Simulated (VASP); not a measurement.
The system is Cr2Ni.

```xyz
3
Lattice="3.2161 0.0000 0.0000 -1.6081 2.7852 0.0000 0.0000 0.0000 3.4725" Properties=species:S:1:pos:R:3 pbc="T T T"
Cr    0.0000    1.8568    1.7363
Cr    1.6081    0.9284    1.7363
Ni    0.0000    0.0000    0.0000
```

```yaml
Program: VASP 6.6.1
Task: relaxation of cell and atoms
Functional: PBE
Potentials_or_basis: VASP PAW PBE potentials, release 64 (Cr_pv, Ni)
Cutoff: 600 eV
k_mesh: 6 × 6 × 6
Occupations: gaussian, width 0.1 eV
Spin: no spin polarisation
```

At the start: pressure 74.8 GPa; volume 10.37 Å³/atom.

**Question.** How do energy, volume and symmetry change on relaxing?

**Answer.** Over 16 steps the energy falls by 1324.7 meV/atom and the volume is 11.35 Å³/atom (+9.5 %); space group P6/mmm (No. 191, to 0.05 Å).

The path:
```
step  energy change (eV)  largest force (eV/Å)  pressure (GPa)  volume (Å³)
   1              0.0000                0.0000           74.82        31.11
   2              0.2507                0.0000          -31.39        57.40
   3             -2.0928                0.0000          -10.38        41.16
   4             -2.1027                0.0000           -8.39        40.61
   5             -2.1045                0.0000           -7.08        40.29
   6             -2.6919                0.0000           -6.36        38.35
   7             -3.6894                0.0000           29.61        30.79
   8             -3.5915                0.0000            4.51        34.15
   9             -3.7934                0.0000           13.64        32.53
  10             -3.8078                0.0000           20.50        31.67
  11             -3.8499                0.0000            8.20        33.07
  12             -3.9033                0.0000           12.34        32.49
  13             -3.9714                0.0000            2.54        33.73
  14             -3.9739                0.0000            0.36        34.05
  15             -3.9739                0.0000            0.60        34.01
  16             -3.9742                0.0000            0.29        34.06
```

Final structure:
```cif
data_structure
_symmetry_space_group_name_H-M 'P 1'
_symmetry_Int_Tables_number 1
_cell_length_a 4.0491
_cell_length_b 4.0491
_cell_length_c 2.3985
_cell_angle_alpha 90.000
_cell_angle_beta 90.000
_cell_angle_gamma 120.000
_cell_volume 34.06
loop_
_atom_site_label
_atom_site_type_symbol
_atom_site_fract_x
_atom_site_fract_y
_atom_site_fract_z
_atom_site_occupancy
Cr1 Cr 0.33333 0.66667 0.50000 1
Cr2 Cr 0.66667 0.33333 0.50000 1
Ni1 Ni 0.00000 0.00000 0.00000 1
```

Caveat: the k points lie up to 0.44 Å⁻¹ apart in the final cell; the run has no spin polarisation, though such a crystal can be magnetic.
